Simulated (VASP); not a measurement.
# Ta (Cmce) in VASP: a series of runs, part 2 of 2

VASP 6.6.1. Earlier steps stand in the parts before.

### 3 Relaxation of cell and atoms, PBEsol

File INCAR:

```
  PREC = Accurate
  ENCUT = 600
  EDIFF = 1E-6
  ISMEAR = 0
  SIGMA = 0.1
  LREAL = F
  LASPH = T
  NELM = 80
  ALGO = Normal
  ISIF = 3
  LWAVE = F
  LCHARG = F
  GGA = PS
  IBRION = 2
  NSW = 90
  EDIFFG = -0.04
```

File KPOINTS:

```
Automatic mesh
0
Gamma
  4 4 4
```

File POSCAR:

```
Ta
1.0
    2.2557423058     -3.8230648856      0.0000000000
    2.2557423058      3.8230648856      0.0000000000
    0.0000000000      0.0000000000      4.5174856554
Ta
4
Direct
    0.1525000000      0.8475000000      0.0785000000
    0.6525000000      0.3475000000      0.4215000000
    0.8475000000      0.1525000000      0.9215000000
    0.3475000000      0.6525000000      0.5785000000
```

Potentials or basis: VASP PAW PBE potentials, release 64 (Ta_pv).

Launch:

```bash
> cat potpaw_PBE.64/Ta_pv/POTCAR > POTCAR
> mpirun -np 1 vasp_std > vasp.out
```

OUTCAR:

```text
PREC = Accurate
   ENCUT = 600
   EDIFF = 1E-6
   ISMEAR = 0
   LREAL = F
   LASPH = T
   NELM = 80
   ISIF = 3
   GGA = PS
   IBRION = 2
   NSW = 90
   EDIFFG = -0.04

 ion  position               nearest neighbor table
   1  0.153  0.847  0.078-   3 2.44   4 2.71   4 2.71   2 2.74   2 2.74   3 2.80   3 2.80
   2  0.653  0.347  0.422-   4 2.44   3 2.71   3 2.71   1 2.74   1 2.74   4 2.80   4 2.80
   3  0.847  0.153  0.922-   1 2.44   2 2.71   2 2.71   4 2.74   4 2.74   1 2.80   1 2.80
   4  0.347  0.653  0.578-   2 2.44   1 2.71   1 2.71   3 2.74   3 2.74   2 2.80   2 2.80

  LATTYP: Found a base centered orthorhombic cell.
 ALAT       =     4.5114846116
 B/A-ratio  =     1.6948145521
 C/A-ratio  =     1.0013301705

  Lattice vectors:

 A1 = (   2.2557423058,  -3.8230648856,   0.0000000000)
 A2 = (   2.2557423058,   3.8230648856,   0.0000000000)
 A3 = (   0.0000000000,   0.0000000000,   4.5174856554)

Analysis of symmetry for initial positions (statically):
=====================================================================
 Subroutine PRICEL returns:
 Original cell was already a primitive cell.

 Routine SETGRP: Setting up the symmetry group for a
 base centered orthorhombic supercell.

 Subroutine GETGRP returns: Found  8 space group operations
 (whereof  4 operations were pure point group operations)
 out of a pool of  8 trial point group operations.

The static configuration has the point symmetry C_2h.
 The point group associated with its full space group is D_2h.

Analysis of symmetry for dynamics (positions and initial velocities):
=====================================================================
 Subroutine PRICEL returns:
 Original cell was already a primitive cell.

 Routine SETGRP: Setting up the symmetry group for a
 base centered orthorhombic supercell.

 Subroutine GETGRP returns: Found  8 space group operations
 (whereof  4 operations were pure point group operations)
 out of a pool of  8 trial point group operations.

[... 140 lines left out ...]
--------------------------------------- Ionic step        1  -------------------------------------------

 number of electron      44.0000002 magnetization

 Free energy of the ion-electron system (eV)
  ---------------------------------------------------
  ext. energy  EPLUGINS =         0.00000000
  ---------------------------------------------------
  free energy    TOTEN  =       -44.12286026 eV

  energy without entropy =      -44.08065171  energy(sigma->0) =      -44.10175599

------------------------ aborting loop because EDIFF is reached ----------------------------------------

  FORCE on cell =-STRESS in cart. coord.  units (eV):
  Direction    XX          YY          ZZ          XY          YZ          ZX
  --------------------------------------------------------------------------------------
  -------------------------------------------------------------------------------------
  Total        6.0975228     15.3550542      1.8161535      0.0000000     -0.0000000      0.0000000
  in kB      125.3822570    315.7431989     37.3452350      0.0000000     -0.0000000      0.0000000
  external PRESSURE =     159.4902303 kB  Pullay stress =       0.0000000 kB
[... 25 lines left out ...]
--------------------------------------- Ionic step        2  -------------------------------------------

 number of electron      43.9999990 magnetization

 E-fermi :   2.9335     XC(G=0): -10.8005

 val. band max:        2.9292631419   @ k =  -0.2500   0.2500   0.0000
 cond. band min:       2.9355045290   @ k =  -0.2500   0.2500   0.2500
 fundamental gap:      0.0062413872
 Fermi energy:         2.9335455863

 k-point     1 :       0.0000    0.0000    0.0000
  band No.  band energies     occupation
      1     -31.6236      2.00000
      2     -31.6054      2.00000
      3     -31.4353      2.00000
      4     -31.4087      2.00000
      5     -31.1648      2.00000
      6     -31.1159      2.00000
[... 667 lines left out ...]
  FREE ENERGIE OF THE ION-ELECTRON SYSTEM (eV)
  ---------------------------------------------------
  free  energy   TOTEN  =       -45.0780348405 eV

  energy  without entropy=      -45.0545894099  energy(sigma->0) =      -45.06631213

[... ionic steps 4 to 25 ...]

--------------------------------------- Ionic step       26  -------------------------------------------

 number of electron      44.0000002 magnetization

------------------------ aborting loop because EDIFF is reached ----------------------------------------
[... 71 lines left out ...]
--------------------------------------- Ionic step       28  -------------------------------------------

 number of electron      44.0000005 magnetization

 Free energy of the ion-electron system (eV)
  ---------------------------------------------------
  ext. energy  EPLUGINS =         0.00000000
  ---------------------------------------------------
  free energy    TOTEN  =       -48.58985461 eV

  energy without entropy =      -48.57537145  energy(sigma->0) =      -48.58261303

 E-fermi :   5.7184     XC(G=0): -12.5622

 val. band max:        5.6894734453   @ k =   0.5000   0.5000   0.2500
 cond. band min:       5.7351664049   @ k =   0.0000   0.0000   0.0000
 fundamental gap:      0.0456929596
 Fermi energy:         5.7183820625

 k-point     1 :       0.0000    0.0000    0.0000
  band No.  band energies     occupation
      1     -29.3211      2.00000
      2     -29.0235      2.00000
      3     -28.9026      2.00000
      4     -28.6175      2.00000
      5     -28.4719      2.00000
      6     -28.3938      2.00000
[... 629 lines left out ...]
  FREE ENERGIE OF THE ION-ELECTRON SYSTEM (eV)
  ---------------------------------------------------
  free  energy   TOTEN  =       -48.5898546100 eV

  energy  without entropy=      -48.5753714461  energy(sigma->0) =      -48.58261303

 reached required accuracy - stopping structural energy minimisation
```

OSZICAR:

```text
N       E                     dE             d eps       ncg     rms          rms(c)
DAV:   1     0.447204121420E+03    0.44720E+03   -0.27419E+04  1092   0.194E+03
DAV:   2    -0.253002514434E+02   -0.47250E+03   -0.46695E+03  1190   0.522E+02
[... 264 lines left out ...]
DAV:   1    -0.485984941993E+02   -0.10248E-01   -0.56599E-01  1112   0.646E+00    0.739E-01
DAV:   2    -0.485918504287E+02    0.66438E-02   -0.25064E-02  1134   0.130E+00    0.289E-01
DAV:   3    -0.485898159818E+02    0.20344E-02   -0.71421E-03  1284   0.647E-01    0.113E-01
DAV:   4    -0.485898515423E+02   -0.35561E-04   -0.30044E-04  1288   0.112E-01    0.512E-02
DAV:   5    -0.485898537108E+02   -0.21684E-05   -0.52545E-05  1354   0.459E-02    0.125E-02
DAV:   6    -0.485898546100E+02   -0.89928E-06   -0.50631E-06  1056   0.159E-02
  28 F= -.48589855E+02 E0= -.48582613E+02  d E =-.160882E-02
```

Run time: 5.8 min. Hardware: 1 thread of Intel Xeon 6975P-C (Granite Rapids), shared host; peak memory 0.23 GiB.

Results:

```yaml
Free_energy: -48.5899 eV
Relaxed_volume: 18.41 Å³/atom
Relaxed_cell: a = 5.523 Å, b = 5.523 Å, c = 3.139 Å, α = 90.00°, β = 90.00°, γ = 129.73°
Space_group_after_relaxing_to_0.05_Å: Fmmm (No. 69)
Energy_gained_by_relaxing: 1116.7 meV/atom
Ionic_steps: 28
Pressure_after_relaxing: 0.0 GPa
Largest_force_after_relaxing: 0.008 eV/Å
Band_gap_on_the_k_mesh: zero (band 22 reaches 6.08 eV, above the bottom of band 23 at 4.76 eV)
```

Forces in eV/Å, atoms in the order of the input:
```
Ta   0.000 -0.001 -0.008
Ta   0.000 -0.001  0.008
Ta   0.000  0.001  0.008
Ta   0.000  0.001 -0.008
```

The path:
| step | energy change (eV) | largest force (eV/Å) | pressure (GPa) | volume (Å³) |
| --- | --- | --- | --- | --- |
| 1 | 0.0000 | 2.1104 | 15.95 | 77.92 |
| 2 | -0.2918 | 0.4766 | -14.17 | 101.31 |
| 3 | -0.9552 | 0.4277 | -4.03 | 89.26 |
| 4 | -0.9574 | 0.4448 | -3.45 | 88.78 |
| 5 | -1.0519 | 1.1612 | 3.76 | 85.09 |
| 6 | -1.0622 | 0.8866 | 1.89 | 85.95 |
| 7 | -1.2109 | 0.9446 | 0.92 | 86.06 |
| 8 | -1.8097 | 1.5611 | -2.54 | 85.69 |
| 9 | -3.5103 | 0.9060 | -7.48 | 81.88 |
| 10 | -3.3447 | 1.5538 | -8.26 | 82.96 |
| 11 | -3.4962 | 1.0664 | -7.85 | 82.17 |
| 12 | -3.5434 | 0.8578 | -7.10 | 81.44 |
| 13 | -3.5515 | 0.8149 | -6.58 | 81.03 |
| 14 | -3.6208 | 0.8973 | -5.62 | 80.31 |
| 15 | -3.8051 | 1.1618 | -2.42 | 78.17 |
| 16 | -4.0273 | 1.6430 | 5.76 | 73.93 |
| 17 | -4.0370 | 1.8035 | 9.91 | 72.22 |
| 18 | -4.1137 | 1.6246 | 9.43 | 72.07 |
| 19 | -4.2454 | 1.1064 | 8.53 | 71.57 |
| 20 | -4.2531 | 0.7747 | 8.47 | 71.36 |
| 21 | -4.3436 | 0.4994 | 4.71 | 72.47 |
| 22 | -4.4148 | 0.0344 | -2.09 | 74.73 |
| 23 | -4.4296 | 0.0348 | -1.56 | 74.47 |
| 24 | -4.4490 | 0.2142 | 0.24 | 73.72 |
| 25 | -4.4500 | 0.2791 | 0.73 | 73.55 |
| 26 | -4.4560 | 0.2391 | 0.35 | 73.67 |
| 27 | -4.4654 | 0.0255 | -0.88 | 74.04 |
| 28 | -4.4670 | 0.0081 | 0.03 | 73.65 |

Final structure:
```
CELL_PARAMETERS angstrom
2.34600 -5.00001 0.00000
2.34600 5.00001 0.00000
0.00000 0.00000 3.13935
ATOMIC_POSITIONS crystal
Ta 0.13525 0.86475 0.00014
Ta 0.63525 0.36475 0.49986
Ta 0.86475 0.13525 0.99986
Ta 0.36475 0.63525 0.50014
```

Caveat: the k points lie up to 0.50 Å⁻¹ apart in the final cell; the PAW data sets were made with another functional, which shifts forces and pressure a little; spin-orbit coupling is left out, which moves the levels of the heavy elements.

### 4 Relaxation of cell and atoms, PBEsol

This run uses another cell than the first one, of 19.33 Å³/atom, 0.993 times its volume.

File INCAR:

```
ALGO = Normal
EDIFF = 1E-6
EDIFFG = -0.04
ENCUT = 600
GGA = PS
IBRION = 2
ISIF = 3
ISMEAR = 0
LASPH = True
LCHARG = False
LREAL = False
LWAVE = False
NELM = 100
NSW = 90
PREC = Accurate
SIGMA = 0.1
```

File KPOINTS:

```
k-points
0
Gamma
  6 6 4
```

File POSCAR:

```
Ta
1.0
    1.6638321332     -5.2780173410      0.0000000000
    1.6638321332      5.2780173410      0.0000000000
    0.0000000000      0.0000000000      4.4033744674
Ta
4
Direct
    0.0980000000      0.9020000000      0.9100000000
    0.5980000000      0.4020000000      0.5900000000
    0.9020000000      0.0980000000      0.0900000000
    0.4020000000      0.5980000000      0.4100000000
```

Launch:

```bash
> cat potpaw_PBE.64/Ta_pv/POTCAR > POTCAR
> mpirun -np 1 vasp_std > vasp.out
```

Wall time 40 min (1 thread of Intel Xeon Platinum 8488C (Sapphire Rapids), shared host); peak memory 0.33 GiB.

It converged, with:

```
Free energy                            : -48.5832 eV
Relaxed volume                         : 18.42 Å³/atom
Relaxed cell                           : a = 5.256 Å, b = 5.256 Å, c = 4.717 Å, α = 90.00°, β = 90.00°, γ = 145.57°
Space group after relaxing (to 0.05 Å) : Fmmm (No. 69)
Energy gained by relaxing              : 3688.9 meV/atom
Ionic steps                            : 27
Pressure after relaxing                : 0.1 GPa
Largest force after relaxing           : 0.038 eV/Å
Band gap on the k mesh                 : zero (band 22 reaches 6.13 eV, above the bottom of band 23 at 4.88 eV)
```

Forces on the atoms (eV/Å):
```
Ta   0.000 -0.010 -0.036
Ta   0.000 -0.010  0.036
Ta   0.000  0.010  0.036
Ta   0.000  0.010 -0.036
```

Stress tensor (GPa, compression positive):
```
0.07 0.00 0.00
0.00 0.33 0.00
0.00 0.00 0.04
```

Step by step:
| step | energy change (eV) | largest force (eV/Å) | pressure (GPa) | volume (Å³) |
| --- | --- | --- | --- | --- |
| 1 | 0.0000 | 12.1436 | 58.07 | 77.34 |
| 2 | 4.9178 | 0.6307 | -24.00 | 184.97 |
| 3 | -8.5685 | 1.3875 | -24.00 | 108.35 |
| 4 | -9.1616 | 2.5352 | -18.24 | 101.82 |
| 5 | -9.2713 | 3.6489 | -12.28 | 97.04 |
| 6 | -13.2467 | 2.5939 | -12.34 | 82.10 |
| 7 | 15.6837 | 27.3706 | 308.29 | 49.20 |
| 8 | -13.4623 | 2.8467 | -7.62 | 79.27 |
| 9 | -12.2763 | 4.3769 | 48.99 | 63.39 |
| 10 | -14.2287 | 1.9055 | -0.13 | 74.30 |
| 11 | -14.3487 | 0.4978 | 11.03 | 70.30 |
| 12 | -14.3840 | 0.9363 | 7.02 | 71.50 |
| 13 | -14.5564 | 1.1770 | -2.20 | 75.68 |
| 14 | -14.6537 | 0.6599 | 0.40 | 73.92 |
| 15 | -14.7216 | 0.1790 | -1.36 | 74.35 |
| 16 | -14.7217 | 0.1938 | -1.40 | 74.37 |
| 17 | -14.7225 | 0.1026 | 2.66 | 72.88 |
| 18 | -14.7277 | 0.1204 | 0.68 | 73.58 |
| 19 | -14.7367 | 0.0378 | 0.77 | 73.55 |
| 20 | -14.7375 | 0.0570 | 0.85 | 73.54 |
| 21 | -14.7434 | 0.0264 | -1.16 | 74.23 |
| 22 | -14.7434 | 0.0296 | -1.22 | 74.25 |
| 23 | -14.7492 | 0.0517 | -1.22 | 74.19 |
| 24 | -14.7515 | 0.1073 | -0.67 | 73.97 |
| 25 | -14.7540 | 0.0846 | -0.94 | 74.07 |
| 26 | -14.7555 | 0.0335 | 0.24 | 73.63 |
| 27 | -14.7555 | 0.0375 | 0.15 | 73.68 |

Final structure:
```yaml
crystal:
  lattice:
    - [1.55546, -5.02067, 0.00000]
    - [1.55546, 5.02067, 0.00000]
    - [0.00000, 0.00000, 4.71746]
  atoms:
    - { symbol: Ta, position: [0.13524, 0.86476, 0.00035] }
    - { symbol: Ta, position: [0.63524, 0.36476, 0.49965] }
    - { symbol: Ta, position: [0.86476, 0.13524, 0.99965] }
    - { symbol: Ta, position: [0.36476, 0.63524, 0.50035] }
```

Levels at points of the mesh, in eV from the Fermi level:
```
           k point  band 18  band 19  band 20  band 21  band 22  band 23  band 24  band 25  band 26
(0.00, 0.00, 0.00)    -1.63    -0.82    -0.19    -0.15     0.40     0.58     1.12     2.12     2.13
(0.50, 0.00, 0.00)    -1.95    -1.32    -1.32    -1.28    -1.28     0.53     0.53     0.97     0.97
(0.50, 0.50, 0.00)    -2.52    -2.21    -1.24    -0.99     0.12     0.40     0.63     1.07     2.48
(0.00, 0.00, 0.50)    -2.75    -0.58    -0.58    -0.26    -0.26     0.97     0.97     1.02     1.02
(0.50, 0.00, 0.50)    -2.61    -2.15    -2.15     0.18     0.18     1.10     1.10     2.36     2.36
(0.50, 0.50, 0.50)    -2.60    -0.74    -0.74    -0.09    -0.09     0.46     0.46     1.30     1.30
```

Caveat: the PAW data sets were made with another functional, which shifts forces and pressure a little; spin-orbit coupling is left out, which moves the levels of the heavy elements.

### 5 Single point, PBEsol

This run uses another cell than the first one, of 19.33 Å³/atom, 0.993 times its volume.

File INCAR:

```
SYSTEM = Ta
ALGO = Normal ; EDIFF = 1E-6
ENCUT = 520 ; GGA = PS
ISIF = 2 ; ISMEAR = 0
LASPH = .TRUE. ; LCHARG = .TRUE.
LELF = .TRUE. ; LREAL = .FALSE.
LVHAR = .TRUE. ; LWAVE = .FALSE.
NBANDS = 30 ; NELM = 100
PREC = Accurate ; SIGMA = 0.1
```

File KPOINTS:

```
k-points
0
G
  6 6 4
  0 0 0
```

POSCAR is that of step 4.

Launch:

```bash
> cat potpaw_PBE.64/Ta_pv/POTCAR > POTCAR
> mpirun -np 1 vasp_std > vasp.out
```

It took 2.1 min on 1 thread of Intel Xeon Platinum 8488C (Sapphire Rapids), shared host; peak memory 0.26 GiB.

The run converged. Its results:

```yaml
Free_energy: -33.8271 eV
Pressure: 58.0 GPa
Largest_force: 12.143 eV/Å
Band_gap_on_the_k_mesh: zero (band 22 reaches 5.40 eV, above the bottom of band 23 at 4.14 eV)
```

Forces in eV/Å, atoms in the order of the input:
```
Ta   0.000 -7.868  9.249
Ta   0.000 -7.868 -9.249
Ta   0.000  7.868 -9.249
Ta   0.000  7.868  9.249
```

Stress tensor (GPa, compression positive):
```
67.43  0.00  0.00
 0.00 48.73  0.00
 0.00  0.00 57.96
```

Levels at points of the mesh, in eV from the Fermi level:
```tsv
k point	band 20	band 21	band 22	band 23	band 24	band 25
(0.00, 0.00, 0.00)	-1.82	-0.54	0.27	0.92	1.02	1.68
(0.50, 0.00, 0.00)	-0.26	0.17	0.17	0.28	0.28	1.42
(0.50, 0.50, 0.00)	-2.30	-0.82	0.11	0.60	1.00	1.14
(0.00, 0.00, 0.50)	-1.67	-1.56	-1.56	-0.81	-0.81	0.01
(0.50, 0.00, 0.50)	-1.69	0.45	0.45	0.69	0.69	1.74
(0.50, 0.50, 0.50)	-1.79	-1.42	-1.42	-0.80	-0.80	0.11
```

Caveat: the PAW data sets were made with another functional, which shifts forces and pressure a little; spin-orbit coupling is left out, which moves the levels of the heavy elements.

### 6 Overview

```tsv
task	cell	k mesh	cutoff (eV)	gap on the mesh (eV)	pressure (GPa)	relaxed volume (Å³/atom)	largest force (eV/Å)
single point	a = 4.439, b = 4.439, c = 4.517 Å, angles 90.0, 90.0, 118.9°, 4 atoms	6 × 6 × 4	520	none	15.6	-	2.04
relaxation of cell and atoms	relaxed from a = 4.439, b = 4.439, c = 4.517 Å, angles 90.0, 90.0, 118.9°, 4 atoms	4 × 4 × 4	600	none	0.0	18.41	0.01
relaxation of cell and atoms	relaxed from a = 5.534, b = 5.534, c = 4.403 Å, angles 90.0, 90.0, 145.0°, 4 atoms	6 × 6 × 4	600	none	0.1	18.42	0.04
single point	a = 5.534, b = 5.534, c = 4.403 Å, angles 90.0, 90.0, 145.0°, 4 atoms	6 × 6 × 4	520	none	58.0	-	12.14
```

Alike in all rows: level PBEsol; potentials or basis VASP PAW PBE potentials, release 64 (Ta_pv); no spin polarisation; smearing gaussian 0.1 eV.

Caveats: some runs use coarse meshes; the PAW data sets were made with another functional, which shifts forces and pressure a little; spin-orbit coupling is left out, which moves the levels of the heavy elements.

Absolute energies hang on the potentials; compare differences alone.
